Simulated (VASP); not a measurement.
# Se (P3_121) in VASP: a series of runs

The runs below take Se through single point, with RPBE.

Program: VASP 6.6.1. These are calculated values, not measurements. Logs are shortened: lines on timing, memory, paths and dates and some standing lists are left out, and cuts for length are marked.

**1. The cell of the first run**

Symmetry: P3_121, No. 152, trigonal system. The conventional cell has a = 6.287 Å, b = 6.287 Å, c = 5.130 Å, α = 90.00°, β = 90.00°, γ = 120.00°. Se (site symmetry 2) has 2 Se at 2.44 Å within 3.2 Å.

**2. Single point, RPBE (58.54 Å³/atom)**

INCAR reads:

```
SYSTEM = Se
PREC     = Accurate       ! precision mode
ENCUT    = 520            ! plane-wave cutoff, eV
EDIFF    = 1E-6           ! SCF threshold, eV
ISMEAR   = -1             ! smearing method
SIGMA    = 0.05           ! smearing width, eV
LREAL    = .FALSE.        ! projectors in reciprocal space
LASPH    = .TRUE.         ! aspherical terms in the spheres
NELM     = 100            ! most SCF steps
ALGO     = Normal         ! electronic algorithm
ISIF     = 2              ! what is computed and relaxed
LWAVE    = .FALSE.        ! write WAVECAR
LCHARG   = .TRUE.         ! write CHGCAR
GGA      = RP             ! functional
LELF     = .TRUE.         ! ELF
LVHAR    = .TRUE.       
NBANDS   = 16             ! bands
```

KPOINTS reads:

```
regular mesh
0
G
  6 6 6
  0 0 0
```

POSCAR reads:

```
Se
1.0
    6.2872770587      0.0000000000      0.0000000000
   -3.1436385294      5.4449416534      0.0000000000
    0.0000000000      0.0000000000      5.1296890829
Se
3
Direct
    0.1596740353      0.0000000000      0.3333333333
    1.0000000000      0.1596740353      0.6666666667
    0.8403259647      0.8403259647      0.0000000000
```

Potentials or basis: VASP PAW PBE potentials, release 64 (Se).

Run with:

```sh
cat potpaw_PBE.64/Se/POTCAR > POTCAR
mpirun -np 1 vasp_std > vasp.out
```

OUTCAR:

```text
SYSTEM = Se
   PREC = Accurate
   ENCUT = 520
   EDIFF = 1E-6
   ISMEAR = -1
   LREAL = .FALSE.
   LASPH = .TRUE.
   NELM = 100
   ISIF = 2
   GGA = RP

 ion  position               nearest neighbor table
   1  0.160  0.000  0.333-   3 2.44   2 2.44
   2  0.000  0.160  0.667-   3 2.44   1 2.44
   3  0.840  0.840  0.000-   2 2.44   1 2.44

  LATTYP: Found a hexagonal cell.
 ALAT       =     6.2872770587
 C/A-ratio  =     0.8158840520

  Lattice vectors:

 A1 = (   6.2872770587,   0.0000000000,   0.0000000000)
 A2 = (  -3.1436385294,   5.4449416534,   0.0000000000)
 A3 = (   0.0000000000,   0.0000000000,   5.1296890829)

Analysis of symmetry for initial positions (statically):
=====================================================================
 Subroutine PRICEL returns:
 Original cell was already a primitive cell.

 Routine SETGRP: Setting up the symmetry group for a
 hexagonal supercell.

 Subroutine GETGRP returns: Found  6 space group operations
 (whereof  2 operations were pure point group operations)
 out of a pool of 24 trial point group operations.

The static configuration has the point symmetry C_2 .
 The point group associated with its full space group is D_3 .

Analysis of symmetry for dynamics (positions and initial velocities):
=====================================================================
 Subroutine PRICEL returns:
 Original cell was already a primitive cell.

 Routine SETGRP: Setting up the symmetry group for a
 hexagonal supercell.

 Subroutine GETGRP returns: Found  6 space group operations
 (whereof  2 operations were pure point group operations)
 out of a pool of 24 trial point group operations.

The dynamic configuration has the point symmetry C_2 .
 The point group associated with its full space group is D_3 .

 Subroutine INISYM returns: Found  6 space group operations
 (whereof  2 operations are pure point group operations),
 and found     1 'primitive' translations

----------------------------------------------------------------------------------------

                                     Primitive cell

  volume of cell :     175.6090

  direct lattice vectors                    reciprocal lattice vectors
     6.287277059  0.000000000  0.000000000     0.159051365  0.091828349  0.000000000
    -3.143638529  5.444941653  0.000000000     0.000000000  0.183656697  0.000000000
     0.000000000  0.000000000  5.129689083     0.000000000  0.000000000  0.194943589

  length of vectors
     6.287277059  6.287277059  5.129689083     0.183656697  0.183656697  0.194943589

  position of ions in fractional coordinates (direct lattice)
     0.159674035  0.000000000  0.333333333
     0.000000000  0.159674035  0.666666667
     0.840325965  0.840325965  0.000000000

  ion indices of the primitive-cell ions
   primitive index   ion index
                 1           1
                 2           2
                 3           3

----------------------------------------------------------------------------------------

 KPOINTS: regular mesh

Automatic generation of k-mesh.
 Grid dimensions read from file:
 generate k-points for:    6    6    6

 Generating k-lattice:

  Cartesian coordinates                     Fractional coordinates (reciprocal lattice)
     0.026508561  0.015304725  0.000000000     0.166666667  0.000000000  0.000000000
     0.000000000  0.030609450  0.000000000     0.000000000  0.166666667  0.000000000
     0.000000000  0.000000000  0.032490598     0.000000000  0.000000000  0.166666667

  Length of vectors
     0.030609450  0.030609450  0.032490598

  Shift w.r.t. Gamma in fractional coordinates (k-lattice)
     0.000000000  0.000000000  0.000000000

 Subroutine IBZKPT returns following result:
 ===========================================

 Found     34 irreducible k-points:

 Following reciprocal coordinates:
            Coordinates               Weight
  0.000000  0.000000  0.000000      1.000000
  0.166667  0.000000  0.000000      6.000000
  0.333333  0.000000  0.000000      6.000000
  0.500000  0.000000  0.000000      3.000000
  0.166667  0.166667  0.000000      6.000000
  0.333333  0.166667  0.000000     12.000000
[... 16 lines left out ...]
  0.500000  0.000000  0.333333      6.000000
  0.166667  0.166667  0.333333     12.000000
 [... further k-points ...]
   k-points           NKPTS =     34   k-points in BZ     NKDIM =     34   number of bands    NBANDS=     16
   number of dos      NEDOS =    301   number of ions     NIONS =      3
   total plane-waves  NPLWV =  92160
   dimension x,y,z NGX =    48 NGY =   48 NGZ =   40
   dimension x,y,z NGXF=    96 NGYF=   96 NGZF=   80
   ions per type =               3
   NGX,Y,Z   is equivalent  to a cutoff of  12.69, 12.69, 12.96 a.u.
   NGXF,Y,Z  is equivalent  to a cutoff of  25.38, 25.38, 25.93 a.u.
 SYSTEM =  Se
   PREC   = accura    normal or accurate (medium, high low for compatibility)
   ISTART =      0    job   : 0-new  1-cont  2-samecut
   ICHARG =      2    charge: 1-file 2-atom 10-const
   ISPIN  =      1    spin polarized calculation?
   LNONCOLLINEAR =      F non collinear calculations
   LSORBIT =      F    spin-orbit coupling
   LASPH  =      T    aspherical Exc in radial PAW
   ENCUT  =  520.0 eV  38.22 Ry    6.18 a.u.  11.69 11.69  9.54*2*pi/ulx,y,z
   NELM   =    100;   NELMIN=  2; NELMDL= -5     # of ELM steps
   EDIFF  = 0.1E-05   stopping-criterion for ELM
   LREAL  =      F    real-space projection
   EDIFFG = 0.1E-04   stopping-criterion for IOM
   NSW    =      0    number of steps for IOM
   IBRION =     -1    ionic relax: 0-MD 1-quasi-New 2-CG
   NFREE  =      0    steps in history (QN), initial steepest desc. (CG)
   ISIF   =      2    stress and relaxation
   ISYM   =      2    0-nonsym 1-usesym 2-fastsym
   POTIM  = 0.5000    time-step for ionic-motion
   TEBEG  =    0.0;   TEEND  =   0.0 temperature during run
   PSTRESS=    0.0 pullay stress
   NELECT =      18.0000    total number of electrons
   NUPDOWN=      -1.0000    fix difference up-down
   EMIN   =  10.00;   EMAX   =-10.00  energy-range for DOS
   EFERMI =   0.00;   METHOD = LEGACY
   ISMEAR =    -1;   SIGMA  =   0.05  broadening in eV -4-tet -1-fermi 0-gaus
   EFERMI_NEDOS =   21; number of points for ismear=-14 and -15
   IALGO  =     38    algorithm
   IMIX   =      4    mixing-type and parameters
     AMIX     =   0.40;   BMIX     =  1.00
     AMIX_MAG =   1.60;   BMIX_MAG =  1.00
  volume/ion in A,a.u.               =      58.54       395.02
  Fermi-wavevector in a.u.,A,eV,Ry     =   0.766155  1.447823  7.986534  0.586994
  Thomas-Fermi vector in A             =   1.866432
   LORBIT       =      0    0 simple, 1 ext, 2 COOP (PROOUT), +10 PAW based schemes
   GGA     = RP    functional components
   LHFCALC =     F    Hartree Fock is set to
   AEXX    =    0.0000 exact exchange contribution
   IVDW    =     0    specifies the selected vdW correction
   LEPSILON=     F    determine dielectric tensor
   LRPA    =     F    only Hartree local field effects (RPA)
 non-spin polarized calculation
  energy-cutoff  :      520.00
  volume of cell :      175.61
 maximum number of plane-waves:      4770
 NGX is ok and might be reduce to    48
   NGX = 23   NGY = 23   NGZ = 19

 number of electron      17.9999999 magnetization

 Free energy of the ion-electron system (eV)
  ---------------------------------------------------
  ext. energy  EPLUGINS =         0.00000000
  ---------------------------------------------------
  free energy    TOTEN  =        -9.77635443 eV

  energy without entropy =       -9.77635439  energy(sigma->0) =       -9.77635441

 E-fermi :  -1.2958     XC(G=0):  -5.3998

 val. band max:       -2.1536417060   @ k =   0.3333   0.3333   0.3333
 cond. band min:      -0.4978377847   @ k =   0.3333   0.3333   0.5000
 fundamental gap:      1.6558039213
 Fermi energy:        -1.2957563926

 k-point     1 :       0.0000    0.0000    0.0000
  band No.  band energies     occupation
      1     -16.3507      2.00000
      2     -13.1345      2.00000
      3     -13.1345      2.00000
      4      -5.6155      2.00000
      5      -5.6155      2.00000
      6      -4.3798      2.00000
[... 8 lines left out ...]
     15       5.3154      0.00000
     16       5.9628      0.00000

 k-point     2 :       0.1667    0.0000    0.0000
  band No.  band energies     occupation
      1     -16.3485      2.00000
      2     -13.1387      2.00000
      3     -13.1353      2.00000
      4      -5.6285      2.00000
      5      -5.6236      2.00000
      6      -4.3460      2.00000
[... 8 lines left out ...]
     15       5.3983      0.00000
     16       6.1707      0.00000

 k-point     3 :       0.3333    0.0000    0.0000
  band No.  band energies     occupation
      1     -16.3440      2.00000
      2     -13.1472      2.00000
      3     -13.1369      2.00000
      4      -5.6533      2.00000
      5      -5.6390      2.00000
      6      -4.2689      2.00000
[... 8 lines left out ...]
     15       5.4598      0.00000
     16       5.7736      0.00000

 k-point     4 :       0.5000    0.0000    0.0000
  band No.  band energies     occupation
      1     -16.3418      2.00000
      2     -13.1515      2.00000
      3     -13.1377      2.00000
      4      -5.6650      2.00000
      5      -5.6465      2.00000
      6      -4.2230      2.00000
[... 8 lines left out ...]
     15       5.2584      0.00000
     16       5.6102      0.00000
[... 324 lines left out ...]
 k-point    22 :       0.0000    0.3333    0.3333
  band No.  band energies     occupation
      1     -15.9100      2.00000
      2     -14.7165      2.00000
      3     -11.8939      2.00000
      4      -6.2300      2.00000
      5      -5.5417      2.00000
      6      -4.8340      2.00000
[... 8 lines left out ...]
     15       5.1268      0.00000
     16       5.4972      0.00000

 k-point    23 :       0.5000    0.0000    0.3333
  band No.  band energies     occupation
      1     -15.9080      2.00000
      2     -14.7158      2.00000
      3     -11.9002      2.00000
      4      -6.2380      2.00000
      5      -5.5618      2.00000
      6      -4.8361      2.00000
[... 8 lines left out ...]
     15       5.2590      0.00000
     16       5.4624      0.00000

 k-point    24 :       0.1667    0.1667    0.3333
  band No.  band energies     occupation
      1     -15.9109      2.00000
      2     -14.7168      2.00000
      3     -11.8908      2.00000
      4      -6.2257      2.00000
      5      -5.5317      2.00000
      6      -4.8323      2.00000
[... 8 lines left out ...]
     15       5.1830      0.00000
     16       5.6484      0.00000

 [... further k-points ...]

------------------------ aborting loop because EDIFF is reached ----------------------------------------

  FORCE on cell =-STRESS in cart. coord.  units (eV):
  Direction    XX          YY          ZZ          XY          YZ          ZX
  --------------------------------------------------------------------------------------
  -------------------------------------------------------------------------------------
  Total       -1.1927536     -1.1927536     -2.4100491      0.0000000      0.0000000      0.0000000
  in kB      -10.8821432    -10.8821432    -21.9881963      0.0000000      0.0000000      0.0000000
  external PRESSURE =     -14.5841609 kB  Pullay stress =       0.0000000 kB

 VOLUME and BASIS-vectors are now :
 -----------------------------------------------------------------------------
  energy-cutoff  :      520.00
  volume of cell :      175.61
      direct lattice vectors                 reciprocal lattice vectors
     6.287277059  0.000000000  0.000000000     0.159051365  0.091828349  0.000000000
    -3.143638529  5.444941653  0.000000000     0.000000000  0.183656697  0.000000000
     0.000000000  0.000000000  5.129689083     0.000000000  0.000000000  0.194943589

 POSITION                                       TOTAL-FORCE (eV/Angst)
 -----------------------------------------------------------------------------------
      1.00391      0.00000      1.70990        -0.759774      0.000000      0.000000
     -0.50196      0.86942      3.41979         0.379887     -0.657983     -0.000000
      2.64168      4.57553      0.00000         0.379887      0.657983     -0.000000
 -----------------------------------------------------------------------------------
    total drift:                               -0.000002     -0.000003      0.000000

  FREE ENERGIE OF THE ION-ELECTRON SYSTEM (eV)
  ---------------------------------------------------
  free  energy   TOTEN  =        -9.7763544276 eV

  energy  without entropy=       -9.7763543937  energy(sigma->0) =       -9.77635441
```

Wall time 56 s (1 thread of Intel Xeon Platinum 8259CL at 2.50GHz (Skylake/Cascade Lake), shared host); peak memory 0.31 GiB.

Results:

| Quantity | Value |
| --- | --- |
| Free energy | -9.7764 eV |
| Pressure | -1.5 GPa |
| Largest force | 0.760 eV/Å |
| Band gap on the k mesh | 1.66 eV (least direct gap 1.77 eV) |

Forces on the atoms (eV/Å):
```
Se  -0.760  0.000  0.000
Se   0.380 -0.658  0.000
Se   0.380  0.658  0.000
```

Levels at points of the mesh, in eV from the valence-band top:
```
           k point  band 6  band 7  band 8  band 9  band 10  band 11  band 12  band 13
(0.00, 0.00, 0.00)   -2.23   -1.45   -1.45   -0.08     2.66     2.66     3.22     4.75
(0.50, 0.00, 0.00)   -2.07   -1.54   -1.49   -0.13     2.63     2.70     3.42     6.16
(0.00, 0.00, 0.50)   -3.05   -0.29   -0.29   -0.22     1.76     2.42     2.42     7.01
(0.50, 0.00, 0.50)   -3.11   -0.26   -0.22   -0.08     1.69     2.68     2.89     6.46
```

Caveat: the PAW data sets were made with another functional, which shifts forces and pressure a little; this functional lacks dispersion, which binds layers or chains, so the pressure and a relaxed spacing across them are unreliable. A k mesh can miss the band edges.

[end of part 1 of 2]
